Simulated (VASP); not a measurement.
Here is a VASP 6.6.1 calculation.

INCAR

```
SYSTEM = TiAl3
ALGO     = Fast           ! electronic algorithm
EDIFF    = 1E-6           ! SCF threshold, eV
ENCUT    = 520            ! plane-wave cutoff, eV
GGA      = CA             ! functional
ISIF     = 2              ! what is computed and relaxed
ISMEAR   = 0              ! smearing method
LASPH    = .TRUE.         ! aspherical terms in the spheres
LCHARG   = .FALSE.        ! write CHGCAR
LREAL    = .FALSE.        ! projectors in reciprocal space
LWAVE    = .FALSE.        ! write WAVECAR
NBANDS   = 18             ! bands
NELM     = 100            ! most SCF steps
PREC     = Accurate       ! precision mode
SIGMA    = 0.1            ! smearing width, eV
```

Contents of KPOINTS:

```
k-points
0
G
  10 10 10
  0 0 0
```

The input POSCAR:

```
TiAl3
1.0
    3.9111741101      0.0000000000      0.0000000000
    0.0000000000      3.9111741101      0.0000000000
    0.0000000000      0.0000000000      3.9111741101
Ti Al
1 3
Direct
    0.0000000000      0.0000000000      0.0000000000
    0.5000000000      0.5000000000      0.0000000000
    0.5000000000      0.0000000000      0.5000000000
    0.0000000000      0.5000000000      0.5000000000
```

Potentials or basis: VASP PAW LDA potentials, release 64 (Ti_sv, Al).

The run is started by

```bash
$ cat potpaw_LDA.64/Ti_sv/POTCAR potpaw_LDA.64/Al/POTCAR > POTCAR
$ mpirun -np 1 vasp_std > vasp.out
```

Question: Estimate the pressure.

Answer: 0.1 GPa.
